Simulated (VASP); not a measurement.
Write the native input for VASP 6.6.1 that does the following.

| Property | Result |
| --- | --- |
| Task | single point |
| Functional | PBE |
| Potentials or basis | VASP PAW PBE potentials, release 64 (P) |
| Cutoff | 520 eV |
| k mesh | 6 × 6 × 6 |
| Occupations | gaussian, width 0.1 eV |
| Spin | no spin polarisation |
| Dipole correction | no |
| Further INCAR settings | ALGO = Normal; EDIFF = 1e-06; NBANDS = 14 |

The structure of P lies in POSCAR:

```
P
1.0
   -2.0495372500      2.4964747300      2.7892002300
    2.0495372500     -2.4964747300      2.7892002300
    2.0495372500      2.4964747300     -2.7892002300
P
3
Direct
    0.0000000000      0.0000000000      0.0000000000
    0.6332160100      0.5000000000      0.1332160100
    0.3667839900      0.5000000000      0.8667839900
```

These files were run (other wordings do the same):

INCAR

```
ALGO = Normal
EDIFF = 1E-6
ENCUT = 520
GGA = PE
ISIF = 2
ISMEAR = 0
LASPH = True
LCHARG = True
LELF = True
LREAL = False
LVHAR = True
LWAVE = False
NBANDS = 14
NELM = 100
PREC = Accurate
SIGMA = 0.1
```

KPOINTS

```
k-points
0
Gamma
  6 6 6
```

Potentials or basis: VASP PAW PBE potentials, release 64 (P).

Run with:

```bash
$ cat potpaw_PBE.64/P/POTCAR > POTCAR
$ mpirun -np 1 vasp_std > vasp.out
```

Results of the run:

```yaml
Pressure: 102.1 GPa
Largest_force: 83.990 eV/Å
```

Caveat: forces of over 1 eV/Å act on the atoms, so gaps and moduli don't describe the material at rest.

It took 13 s on 1 thread of Intel(R) Xeon(R) 6975P-C (Granite Rapids) (shared host), peak memory 0.17 GiB.
